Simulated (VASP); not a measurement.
# TaWC2 (R-3m) in VASP: a series of runs, part 2 of 2

VASP 6.6.1.

## 5. Single point, PBE

This run uses another cell than the first one, of 11.35 Å³/atom.

The input, INCAR:

```
PREC = Accurate ; ENCUT = 700
EDIFF = 1E-6 ; ISMEAR = -1
SIGMA = 0.05 ; LREAL = F
LASPH = T ; NELM = 120
ALGO = Normal ; ISIF = 2
LWAVE = F ; LCHARG = F
GGA = PE ; NBANDS = 26
GGA_COMPAT = F
```

The input, KPOINTS:

```
Automatic mesh
0
Gamma
  10 10 10
```

The input, POSCAR:

```
TaWC2
1.0
    1.5925398227      0.9194532953      5.1687539453
   -1.5925398227      0.9194532953      5.1687539453
    0.0000000000     -1.8389065907      5.1687539453
W Ta C
1 1 2
Direct
    0.0000000000      0.0000000000      0.0000000000
    0.5000000000      0.5000000000      0.5000000000
    0.2509330000      0.2509330000      0.2509330000
    0.7490670000      0.7490670000      0.7490670000
```

Potentials or basis: VASP PAW PBE potentials, release 64 (W_sv, Ta_sv_GW, C).

Run with:

```sh
> cat potpaw_PBE.64/W_sv/POTCAR potpaw_PBE.64/Ta_sv_GW/POTCAR potpaw_PBE.64/C/POTCAR > POTCAR
> mpirun -np 1 vasp_std > vasp.out
```

OUTCAR:

```text
PREC = Accurate
   ENCUT = 700
   EDIFF = 1E-6
   ISMEAR = -1
   LREAL = F
   LASPH = T
   NELM = 120
   ISIF = 2
   GGA = PE

 ion  position               nearest neighbor table
   1  0.000  0.000  0.000-   4 2.24   4 2.24   3 2.24   3 2.24   4 2.24   3 2.24   2 3.17   2 3.17
                             2 3.17   2 3.17   2 3.17   2 3.17
   2  0.500  0.500  0.500-   3 2.26   3 2.26   4 2.26   4 2.26   3 2.26   4 2.26   1 3.17   1 3.17
                             1 3.17   1 3.17   1 3.17   1 3.17
   3  0.251  0.251  0.251-   1 2.24   1 2.24   1 2.24   2 2.26   2 2.26   2 2.26
[... 899 lines left out ...]
  -------------------------------------------------------------------------------------
  Total       -4.0867646     -4.0867646     -4.0619922      0.0000000      0.0000000      0.0000000
  in kB     -144.1893295   -144.1893295   -143.3153082      0.0000000      0.0000000      0.0000000
  external PRESSURE =    -143.8979891 kB  Pullay stress =       0.0000000 kB

 VOLUME and BASIS-vectors are now :
 -----------------------------------------------------------------------------
  energy-cutoff  :      700.00
  volume of cell :       45.41
      direct lattice vectors                 reciprocal lattice vectors
     1.592539823  0.919453295  5.168753945     0.313963891  0.181267137  0.064490076
    -1.592539823  0.919453295  5.168753945    -0.313963891  0.181267137  0.064490076
     0.000000000 -1.838906591  5.168753945     0.000000000 -0.362534274  0.064490076

 POSITION                                       TOTAL-FORCE (eV/Angst)
 -----------------------------------------------------------------------------------
      0.00000      0.00000      0.00000        -0.000000      0.000000      0.000000
      0.00000     -0.00000      7.75313         0.000000     -0.000000      0.000000
      0.00000     -0.00000      3.89103        -0.000000     -0.000000      0.030262
      0.00000     -0.00000     11.61523        -0.000000      0.000000     -0.030262
 -----------------------------------------------------------------------------------
    total drift:                                0.000000      0.000000     -0.000000

  FREE ENERGIE OF THE ION-ELECTRON SYSTEM (eV)
  ---------------------------------------------------
  free  energy   TOTEN  =       -46.2512307031 eV

  energy  without entropy=      -46.2359180817  energy(sigma->0) =      -46.24357439
```

OSZICAR:

```text
N       E                     dE             d eps       ncg     rms          rms(c)
DAV:   1     0.375636549260E+03    0.37564E+03   -0.21988E+04  6032   0.175E+03
DAV:   2    -0.268344082040E+02   -0.40247E+03   -0.38848E+03  7026   0.474E+02
DAV:   3    -0.539973732599E+02   -0.27163E+02   -0.26766E+02  8086   0.114E+02
DAV:   4    -0.546530504945E+02   -0.65568E+00   -0.65469E+00  7534   0.153E+01
DAV:   5    -0.546629279739E+02   -0.98775E-02   -0.98749E-02  8036   0.178E+00    0.591E+01
DAV:   6    -0.464394127346E+02    0.82235E+01   -0.30888E+01  6868   0.312E+01    0.576E+01
DAV:   7    -0.463586526407E+02    0.80760E-01   -0.23057E+00  7378   0.770E+00    0.316E+01
DAV:   8    -0.465614327193E+02   -0.20278E+00   -0.24758E+00  7330   0.756E+00    0.736E+00
DAV:   9    -0.462523042054E+02    0.30913E+00   -0.12890E+00  7356   0.519E+00    0.148E+00
DAV:  10    -0.462513579792E+02    0.94623E-03   -0.36663E-02  6760   0.104E+00    0.295E+00
DAV:  11    -0.462516537586E+02   -0.29578E-03   -0.18647E-03  7366   0.280E-01    0.180E+00
DAV:  12    -0.462513127745E+02    0.34098E-03   -0.16890E-03  7010   0.286E-01    0.109E+00
DAV:  13    -0.462512328150E+02    0.79959E-04   -0.27499E-04  7202   0.121E-01    0.912E-02
DAV:  14    -0.462512315322E+02    0.12829E-05   -0.18706E-05  7506   0.242E-02    0.332E-02
DAV:  15    -0.462512307031E+02    0.82911E-06   -0.28811E-06  5480   0.986E-03
   1 F= -.46251231E+02 E0= -.46243574E+02  d E =-.153126E-01
```

stdout:

```text
POSCAR found type information on POSCAR W TaC
 POSCAR found :  3 types and       4 ions
 scaLAPACK will be used
 LDA part: xc-table for (Slater+PW92), standard interpolation
 POSCAR, INCAR and KPOINTS ok, starting setup
 FFT: planning ... GRIDC
 FFT: planning ... GRID_SOFT
 FFT: planning ... GRID
 WAVECAR not read
 entering main loop
```

Wall time 6.9 min (1 thread of AMD EPYC 7R13 (Zen 3), shared host); peak memory 0.48 GiB.

What came out:

```
Free energy            : -46.2512 eV
Pressure               : -14.4 GPa
Largest force          : 0.030 eV/Å
Band gap on the k mesh : zero (an odd number of electrons rules out a gap without spin polarisation)
```

Forces on the atoms (eV/Å):
```
W    0.000  0.000  0.000
Ta   0.000  0.000  0.000
C    0.000  0.000  0.030
C    0.000  0.000 -0.030
```

Stress tensor (GPa, compression positive):
```
-14.42   0.00   0.00
  0.00 -14.42   0.00
  0.00   0.00 -14.33
```

Levels at points of the mesh, in eV from the Fermi level:
```csv
k point,band 15,band 16,band 17,band 18,band 19,band 20,band 21,band 22
"(0.00, 0.00, 0.00)",-2.05,-1.92,-0.76,-0.76,-0.70,-0.22,-0.22,1.82
"(0.50, 0.00, 0.00)",-4.63,-4.28,-1.24,-0.68,1.35,1.99,2.93,3.41
"(0.50, 0.50, 0.00)",-4.86,-2.14,-2.08,1.13,1.53,1.68,2.38,3.24
"(0.50, 0.50, 0.50)",-4.16,-4.16,-0.91,-0.91,0.19,0.21,0.21,0.69
```

Caveat: the cell stands under tension; spin-orbit coupling is left out, which moves the levels of the heavy elements; an odd number of electrons without spin polarisation forces a metal; a magnetic or distorted state may lie lower.

## 6. Summary

```csv
level,potentials or basis,U,cell,cutoff (eV),gap on the mesh (eV),pressure (GPa),largest force (eV/Å)
PBEsol+U,"VASP PAW PBE potentials, release 64 (W_sv, Ta_pv, C)","Ta d U = 1.0 eV, W d U = 1.0 eV","a = 5.361 Å, angles 33.7°, 4 atoms, atomic positions A",520,none,3.0,0.05
PBEsol+U,"VASP PAW PBE potentials, release 64 (W_sv, Ta_pv, C)","Ta d U = 2.0 eV, W d U = 2.0 eV","a = 5.363 Å, angles 33.8°, 4 atoms, atomic positions B",520,none,5.0,0.09
PBEsol+U,"VASP PAW PBE potentials, release 64 (W_sv, Ta_pv, C)","Ta d U = 3.0 eV, W d U = 3.0 eV","a = 5.364 Å, angles 33.8°, 4 atoms, atomic positions C",520,none,7.0,0.14
PBE,"VASP PAW PBE potentials, release 64 (W_sv, Ta_sv_GW, C)",-,"a = 5.486 Å, angles 33.8°, 4 atoms, atomic positions D",700,none,-14.4,0.03
```

Alike in all rows: task single point; no spin polarisation; k mesh 10 × 10 × 10; smearing fermi-dirac 0.05 eV.

Caveats: spin-orbit coupling is left out, which moves the levels of the heavy elements; an odd number of electrons without spin polarisation forces a metal; a magnetic or distorted state may lie lower; the PAW data sets were made with another functional, which shifts forces and pressure a little (at least some runs); U without spin polarisation on a metal has little footing (at least some runs); the U is typed as a test and isn't derived for this compound (at least some runs); the cell stands under pressure (at least some runs).

Total energies depend on the potentials used, so only differences within one code and one set of settings carry meaning.
